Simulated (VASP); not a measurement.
# Ta (Im-3m) in VASP: notebook

The runs below take Ta through single point, relaxation of cell and atoms, with r2SCAN.

Program: VASP 6.6.1. These are calculated values, not measurements. Logs are shortened: lines on timing, memory, paths and dates and some standing lists are left out, and cuts for length are marked.

## 1. The cell of the first run

It takes space group Im-3m (No. 229, cubic). The conventional cell has a = 3.316 Å, b = 3.316 Å, c = 3.316 Å, α = 90.00°, β = 90.00°, γ = 90.00°. Ta (site symmetry m-3m) has 14 Ta at 2.87 to 3.32 Å within 3.8 Å.

## 2. Single point, r2SCAN

Contents of POSCAR:

```
Ta
1.0
   -1.6580136777      1.6580136777      1.6580136777
    1.6580136777     -1.6580136777      1.6580136777
    1.6580136777      1.6580136777     -1.6580136777
Ta
1
Direct
    0.0000000000      0.0000000000      0.0000000000
```

Contents of INCAR.step1:

```
SYSTEM = Ta
PREC = Accurate
ENCUT = 520
ISMEAR = 0
SIGMA = 0.05
LREAL = .FALSE.
LASPH = .TRUE.
NELM = 100
NBANDS = 12
GGA = PE
ALGO = Normal
EDIFF = 1E-4
LWAVE = .TRUE.
LCHARG = .FALSE.
```

Contents of INCAR.step2:

```
SYSTEM = Ta
PREC = Accurate
ENCUT = 520
EDIFF = 1E-6
ISMEAR = 0
SIGMA = 0.05
LREAL = .FALSE.
LASPH = .TRUE.
NELM = 100
ALGO = Normal
ISIF = 2
LWAVE = .FALSE.
LCHARG = .TRUE.
METAGGA = R2SCAN
LMIXTAU = .TRUE.
LELF = .TRUE.
LVHAR = .TRUE.
NBANDS = 12
ISTART = 1
```

Contents of KPOINTS:

```
Automatic mesh
0
G
  9 9 9
  0 0 0
```

Potentials or basis: VASP PAW PBE potentials, release 64 (Ta_pv).

Launch:

```console
cat potpaw_PBE.64/Ta_pv/POTCAR > POTCAR
cp INCAR.step1 INCAR
mpirun -np 1 vasp_std > vasp.out
cp INCAR.step2 INCAR
mpirun -np 1 vasp_std > vasp.out
```

OUTCAR:

```text
SYSTEM = Ta
   PREC = Accurate
   ENCUT = 520
   EDIFF = 1E-6
   ISMEAR = 0
   LREAL = .FALSE.
   LASPH = .TRUE.
   NELM = 100
   ISIF = 2
   METAGGA = R2SCAN
   ISTART = 1

 ion  position               nearest neighbor table
   1  0.000  0.000  0.000-

  LATTYP: Found a body centered cubic cell.
 ALAT       =     3.3160273554

  Lattice vectors:

 A1 = (  -1.6580136777,   1.6580136777,   1.6580136777)
 A2 = (   1.6580136777,  -1.6580136777,   1.6580136777)
 A3 = (   1.6580136777,   1.6580136777,  -1.6580136777)

Analysis of symmetry for initial positions (statically):
=====================================================================
 Subroutine PRICEL returns:
 Original cell was already a primitive cell.

 Routine SETGRP: Setting up the symmetry group for a
 body centered cubic supercell.

 Subroutine GETGRP returns: Found 48 space group operations
[... 9 lines left out ...]

 Routine SETGRP: Setting up the symmetry group for a
 body centered cubic supercell.

 Subroutine GETGRP returns: Found 48 space group operations
[... 11 lines left out ...]
                                     Primitive cell

  volume of cell :      18.2316

  direct lattice vectors                    reciprocal lattice vectors
    -1.658013678  1.658013678  1.658013678     0.000000000  0.301565667  0.301565667
     1.658013678 -1.658013678  1.658013678     0.301565667  0.000000000  0.301565667
     1.658013678  1.658013678 -1.658013678     0.301565667  0.301565667  0.000000000

  length of vectors
     2.871763929  2.871763929  2.871763929     0.426478256  0.426478256  0.426478256

  position of ions in fractional coordinates (direct lattice)
     0.000000000  0.000000000  0.000000000

  ion indices of the primitive-cell ions
   primitive index   ion index
                 1           1

----------------------------------------------------------------------------------------

 KPOINTS: Automatic mesh

Automatic generation of k-mesh.
 Grid dimensions read from file:
 generate k-points for:    9    9    9

 Generating k-lattice:

  Cartesian coordinates                     Fractional coordinates (reciprocal lattice)
     0.000000000  0.033507296  0.033507296     0.111111111  0.000000000  0.000000000
     0.033507296  0.000000000  0.033507296     0.000000000  0.111111111  0.000000000
     0.033507296  0.033507296  0.000000000     0.000000000  0.000000000  0.111111111

  Length of vectors
     0.047386473  0.047386473  0.047386473

  Shift w.r.t. Gamma in fractional coordinates (k-lattice)
     0.000000000  0.000000000  0.000000000

 Subroutine IBZKPT returns following result:
 ===========================================

 Found     35 irreducible k-points:

 Following reciprocal coordinates:
            Coordinates               Weight
  0.000000  0.000000  0.000000      1.000000
  0.111111  0.000000  0.000000     12.000000
  0.222222  0.000000  0.000000     12.000000
  0.333333  0.000000  0.000000     12.000000
  0.444444  0.000000  0.000000     12.000000
  0.111111  0.111111  0.000000     24.000000
[... 16 lines left out ...]
 -0.333333  0.444444  0.111111     48.000000
 -0.444444 -0.444444  0.111111     24.000000
 [... further k-points ...]
   k-points           NKPTS =     35   k-points in BZ     NKDIM =     35   number of bands    NBANDS=     12
   number of dos      NEDOS =    301   number of ions     NIONS =      1
   total plane-waves  NPLWV =  13824
   dimension x,y,z NGX =    24 NGY =   24 NGZ =   24
   dimension x,y,z NGXF=    48 NGYF=   48 NGZF=   48
   ions per type =               1
   NGX,Y,Z   is equivalent  to a cutoff of  13.89, 13.89, 13.89 a.u.
   NGXF,Y,Z  is equivalent  to a cutoff of  27.79, 27.79, 27.79 a.u.
 SYSTEM =  Ta
   PREC   = accura    normal or accurate (medium, high low for compatibility)
   ISTART =      1    job   : 0-new  1-cont  2-samecut
   ICHARG =      0    charge: 1-file 2-atom 10-const
   ISPIN  =      1    spin polarized calculation?
   LNONCOLLINEAR =      F non collinear calculations
   LSORBIT =      F    spin-orbit coupling
   LASPH  =      T    aspherical Exc in radial PAW
   ENCUT  =  520.0 eV  38.22 Ry    6.18 a.u.   5.34  5.34  5.34*2*pi/ulx,y,z
   NELM   =    100;   NELMIN=  2; NELMDL=  0     # of ELM steps
   EDIFF  = 0.1E-05   stopping-criterion for ELM
   LREAL  =      F    real-space projection
   EDIFFG = 0.1E-04   stopping-criterion for IOM
   NSW    =      0    number of steps for IOM
   IBRION =     -1    ionic relax: 0-MD 1-quasi-New 2-CG
   NFREE  =      0    steps in history (QN), initial steepest desc. (CG)
   ISIF   =      2    stress and relaxation
   ISYM   =      2    0-nonsym 1-usesym 2-fastsym
   POTIM  = 0.5000    time-step for ionic-motion
   TEBEG  =    0.0;   TEEND  =   0.0 temperature during run
   PSTRESS=    0.0 pullay stress
   NELECT =      11.0000    total number of electrons
   NUPDOWN=      -1.0000    fix difference up-down
   EMIN   =  10.00;   EMAX   =-10.00  energy-range for DOS
   EFERMI =   0.00;   METHOD = LEGACY
   ISMEAR =     0;   SIGMA  =   0.05  broadening in eV -4-tet -1-fermi 0-gaus
   EFERMI_NEDOS =   21; number of points for ismear=-14 and -15
   IALGO  =     38    algorithm
   IMIX   =      4    mixing-type and parameters
     AMIX     =   0.40;   BMIX     =  1.00
     AMIX_MAG =   1.60;   BMIX_MAG =  1.00
  volume/ion in A,a.u.               =      18.23       123.03
  Fermi-wavevector in a.u.,A,eV,Ry     =   1.383346  2.614146 26.036753  1.913647
  Thomas-Fermi vector in A             =   2.507953
   LORBIT       =      0    0 simple, 1 ext, 2 COOP (PROOUT), +10 PAW based schemes
   METAGGA = R2SCAN    functional components
   LHFCALC =     F    Hartree Fock is set to
   AEXX    =    0.0000 exact exchange contribution
   IVDW    =     0    specifies the selected vdW correction
   LEPSILON=     F    determine dielectric tensor
   LRPA    =     F    only Hartree local field effects (RPA)
 non-spin polarized calculation
 Gauss-broadening in eV      SIGMA  =   0.05
  energy-cutoff  :      520.00
  volume of cell :       18.23
 maximum number of plane-waves:       531
 NGX is ok and might be reduce to    24
   NGX = 11   NGY = 11   NGZ = 11

 number of electron      11.0000001 magnetization

 Free energy of the ion-electron system (eV)
  ---------------------------------------------------
  ext. energy  EPLUGINS =         0.00000000
  ---------------------------------------------------
  free energy    TOTEN  =       -48.56344419 eV

  energy without entropy =      -48.55999431  energy(sigma->0) =      -48.56171925

 E-fermi :   5.2636     XC(G=0): -13.7059

 val. band max:        5.2593960534   @ k =   0.1111   0.1111   0.0000
 cond. band min:       5.2776265617   @ k =  -0.4444   0.4444   0.1111
 fundamental gap:      0.0182305083
 Fermi energy:         5.2635593716

 k-point     1 :       0.0000    0.0000    0.0000
  band No.  band energies     occupation
      1     -29.0853      2.00000
      2     -29.0853      2.00000
      3     -29.0853      2.00000
      4      -3.0541      2.00000
      5       6.0564      0.00000
      6       6.0564      0.00000
      7       6.0564      0.00000
      8       9.4914      0.00000
      9       9.4914      0.00000
     10      17.1909      0.00000
     11      20.9476      0.00000
     12      20.9476      0.00000

 k-point     2 :       0.1111    0.0000    0.0000
  band No.  band energies     occupation
      1     -29.2347      2.00000
      2     -29.1310      2.00000
      3     -29.0861      2.00000
      4      -2.4992      2.00000
      5       5.7031      0.00000
      6       5.9112      0.00000
      7       6.6030      0.00000
      8       9.0115      0.00000
      9       9.4963      0.00000
     10      17.1908      0.00000
     11      21.3909      0.00000
     12      21.9243      0.00000

 k-point     3 :       0.2222    0.0000    0.0000
  band No.  band energies     occupation
      1     -29.5990      2.00000
      2     -29.2452      2.00000
      3     -29.0882      2.00000
      4      -1.0799      2.00000
      5       4.9229      2.00000
      6       5.3018      0.27964
      7       8.1705      0.00000
      8       8.7858      0.00000
      9       9.6086      0.00000
     10      17.1903      0.00000
     11      21.4098      0.00000
     12      23.0799      0.00000

 k-point     4 :       0.3333    0.0000    0.0000
  band No.  band energies     occupation
      1     -29.9910      2.00000
      2     -29.3723      2.00000
      3     -29.0908      2.00000
      4       0.3071      2.00000
      5       4.1755      2.00000
      6       5.1625      1.99575
      7       9.2091      0.00000
      8       9.9411      0.00000
      9      10.4943      0.00000
     10      17.1884      0.00000
     11      19.5180      0.00000
     12      20.2338      0.00000

 k-point     5 :       0.4444    0.0000    0.0000
  band No.  band energies     occupation
      1     -30.2356      2.00000
      2     -29.4537      2.00000
      3     -29.0925      2.00000
      4       0.7064      2.00000
      5       3.7444      2.00000
      6       6.3153      0.00000
      7       9.3988      0.00000
      8      10.3329      0.00000
      9      12.7519      0.00000
     10      17.1701      0.00000
     11      17.7717      0.00000
     12      17.9301      0.00000
[... 228 lines left out ...]
      1     -29.8368      2.00000
      2     -29.4358      2.00000
      3     -29.2670      2.00000
      4       0.8279      2.00000
      5       4.4154      2.00000
      6       5.4009      0.00010
      7       7.2609      0.00000
      8       9.5363      0.00000
      9      10.6791      0.00000
     10      17.1892      0.00000
     11      19.9002      0.00000
     12      23.7837      0.00000

 k-point    22 :      -0.4444    0.4444    0.1111
  band No.  band energies     occupation
      1     -30.1960      2.00000
      2     -29.5069      2.00000
      3     -29.1941      2.00000
      4       1.1992      2.00000
      5       4.2991      2.00000
      6       5.2776      0.69072
      7       8.3000      0.00000
      8      11.2559      0.00000
      9      12.6166      0.00000
     10      17.1645      0.00000
     11      17.6045      0.00000
     12      19.8362      0.00000

 k-point    23 :      -0.3333    0.4444    0.1111
  band No.  band energies     occupation
      1     -30.0597      2.00000
      2     -29.5856      2.00000
      3     -29.2750      2.00000
      4       1.8476      2.00000
      5       3.9177      2.00000
      6       5.0532      2.00000
      7       7.9902      0.00000
      8      10.4106      0.00000
      9      12.4950      0.00000
     10      17.1827      0.00000
     11      18.1829      0.00000
     12      21.6712      0.00000

 k-point    24 :      -0.4444   -0.4444    0.1111
  band No.  band energies     occupation
      1     -30.1470      2.00000
      2     -29.6465      2.00000
      3     -29.2742      2.00000
      4       1.9543      2.00000
      5       4.4876      2.00000
      6       4.5019      2.00000
      7       8.0249      0.00000
      8      11.3196      0.00000
      9      14.2572      0.00000
     10      16.3778      0.00000
     11      17.2057      0.00000
     12      20.2351      0.00000

 [... further k-points ...]
[... 5 lines left out ...]
  --------------------------------------------------------------------------------------
  -------------------------------------------------------------------------------------
  Total        0.0664446      0.0664446      0.0664446     -0.0000000     -0.0000000      0.0000000
  in kB        5.8390980      5.8390980      5.8390980     -0.0000000     -0.0000000      0.0000000
  external PRESSURE =       5.8390980 kB  Pullay stress =       0.0000000 kB

 VOLUME and BASIS-vectors are now :
 -----------------------------------------------------------------------------
  energy-cutoff  :      520.00
  volume of cell :       18.23
      direct lattice vectors                 reciprocal lattice vectors
    -1.658013678  1.658013678  1.658013678     0.000000000  0.301565667  0.301565667
     1.658013678 -1.658013678  1.658013678     0.301565667  0.000000000  0.301565667
     1.658013678  1.658013678 -1.658013678     0.301565667  0.301565667  0.000000000

 POSITION                                       TOTAL-FORCE (eV/Angst)
 -----------------------------------------------------------------------------------
      0.00000      0.00000      0.00000        -0.000000      0.000000      0.000000
 -----------------------------------------------------------------------------------
    total drift:                                0.000000      0.000000     -0.000000

  FREE ENERGIE OF THE ION-ELECTRON SYSTEM (eV)
  ---------------------------------------------------
  free  energy   TOTEN  =       -48.5634441865 eV

  energy  without entropy=      -48.5599943124  energy(sigma->0) =      -48.56171925
```

Wall time 15 s (1 thread of Intel Xeon 6975P-C (Granite Rapids), shared host); peak memory 0.15 GiB.

Results:

```
Free energy : -48.5634 eV
Pressure    : 0.6 GPa
```

Caveat: the PAW data sets were made with another functional, which shifts forces and pressure a little; spin-orbit coupling is left out, which moves the levels of the heavy elements.

## 3. Relaxation of cell and atoms, r2SCAN

This run uses another cell than the first one, of 18.01 Å³/atom, 0.988 times its volume.

Contents of POSCAR:

```
Ta
1.0
   -1.6512800000      1.6512800000      1.6512800000
    1.6512800000     -1.6512800000      1.6512800000
    1.6512800000      1.6512800000     -1.6512800000
Ta
1
Direct
    0.0000000000      0.0000000000      0.0000000000
```

Contents of INCAR.step1:

```
PREC = Accurate
ENCUT = 600
ISMEAR = 0
SIGMA = 0.05
LREAL = F
LASPH = T
NELM = 80
GGA = PE
ALGO = Normal
EDIFF = 1E-4
LWAVE = T
LCHARG = F
```

Contents of INCAR.step2:

```
PREC = Accurate
ENCUT = 600
EDIFF = 1E-6
ISMEAR = 0
SIGMA = 0.05
LREAL = F
LASPH = T
NELM = 80
ALGO = Normal
ISIF = 3
LWAVE = F
LCHARG = F
METAGGA = R2SCAN
LMIXTAU = T
IBRION = 2
NSW = 80
EDIFFG = -0.03
ISTART = 1
```

Contents of KPOINTS:

```
regular mesh
0
Gamma
  9 9 9
```

Potentials or basis: VASP PAW PBE potentials, release 64 (Ta_pv).

Launch:

```console
cat potpaw_PBE.64/Ta_pv/POTCAR > POTCAR
cp INCAR.step1 INCAR
mpirun -np 1 vasp_std > vasp.out
cp INCAR.step2 INCAR
mpirun -np 1 vasp_std > vasp.out
```

Run time: 27 s. Hardware: 1 thread of Intel Xeon 6975P-C (Granite Rapids), shared host; peak memory 0.16 GiB.

Results (log left out):

```yaml
Free_energy: -48.5639 eV
Relaxed_volume: 18.29 Å³/atom
Relaxed_cell: a = 2.875 Å, b = 2.875 Å, c = 2.875 Å, α = 109.47°, β = 109.47°, γ = 109.47°
Space_group_after_relaxing_to_0.05_Å: Im-3m (No. 229)
Energy_gained_by_relaxing: 2.4 meV/atom
Ionic_steps: 3
Pressure_after_relaxing: 0.0 GPa
```

Step by step:
| step | energy change (eV) | largest force (eV/Å) | pressure (GPa) | volume (Å³) |
| --- | --- | --- | --- | --- |
| 1 | 0.0000 | 0.0000 | 2.75 | 18.01 |
| 2 | 0.0066 | 0.0000 | -5.37 | 18.83 |
| 3 | -0.0024 | 0.0000 | -0.03 | 18.29 |

Final structure:
```
Ta
1.0
    -1.65986    1.65986    1.65986
     1.65986   -1.65986    1.65986
     1.65986    1.65986   -1.65986
Ta
1
Direct
  0.00000 0.00000 0.00000
```

Levels at points of the mesh, in eV from the Fermi level:
```tsv
k point	band 3	band 4	band 5	band 6	band 7	band 8
(0.00, 0.00, 0.00)	-34.36	-8.30	0.80	0.80	0.80	4.22
```

Caveat: the PAW data sets were made with another functional, which shifts forces and pressure a little; spin-orbit coupling is left out, which moves the levels of the heavy elements. Zero-point motion and thermal expansion aren't in these numbers.
